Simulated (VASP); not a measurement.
Wanted: the native input for a VASP 6.6.1 run.

```
Task                   : electric field gradients
Functional             : PBEsol
Potentials or basis    : VASP PAW PBE potentials, release 64 (Zn, O_h)
Cutoff                 : 1000 eV
k mesh                 : 5 × 5 × 3
Occupations            : fermi-dirac, width 0.02 eV
Spin                   : no spin polarisation
Dipole correction      : no
Further INCAR settings : ALGO = Normal; EDIFF = 1e-08; NBANDS = 26
```

The structure of ZnO lies in POSCAR:

```
ZnO
1.0
    3.2493080000      0.0000000000      0.0000000000
   -1.6246540000      2.8139832727      0.0000000000
    0.0000000000      0.0000000000      5.2057090000
Zn O
2 2
Direct
    0.3333333333      0.6666666667      0.5000000000
    0.6666666667      0.3333333333      0.0000000000
    0.6666666667      0.3333333333      0.3790100000
    0.3333333333      0.6666666667      0.8790100000
```

These files were run (other wordings do the same):

INCAR

```
SYSTEM = ZnO
ALGO = Normal
EDIFF = 1E-8
ENCUT = 1000
GGA = PS
GGA_COMPAT = .FALSE.
ISIF = 2
ISMEAR = -1
LASPH = .TRUE.
LCHARG = .FALSE.
LEFG = .TRUE.
LREAL = .FALSE.
LWAVE = .FALSE.
NBANDS = 26
NELM = 120
PREC = Accurate
SIGMA = 0.02
```

KPOINTS

```
k-points
0
G
  5 5 3
  0 0 0
```

Potentials or basis: VASP PAW PBE potentials, release 64 (Zn, O_h).

Command:

```bash
$ cat potpaw_PBE.64/Zn/POTCAR potpaw_PBE.64/O_h/POTCAR > POTCAR
$ mpirun -np 1 vasp_std > vasp.out
```

It gave:

| Property | Result |
| --- | --- |
| Pressure | -0.4 GPa |
| Largest force | 0.065 eV/Å |
| Band gap on the k mesh | 0.68 eV |
| Largest electric field gradient by atom | Zn +1.0; O -1.6 V/Å² |

Caveat: the k points lie up to 0.45 Å⁻¹ apart; semilocal functionals underestimate gaps, and a narrow one can read as zero; without QUAD_EFG the Cq values of the log hold for a quadrupole moment of 1 mb, not for the nuclei; the PAW data sets were made with another functional, which shifts forces and pressure a little.

Run time: 40 s on 1 thread of Intel(R) Xeon(R) Platinum 8259CL CPU @ 2.50GHz (Skylake/Cascade Lake), on a shared host, peak memory 0.25 GiB.
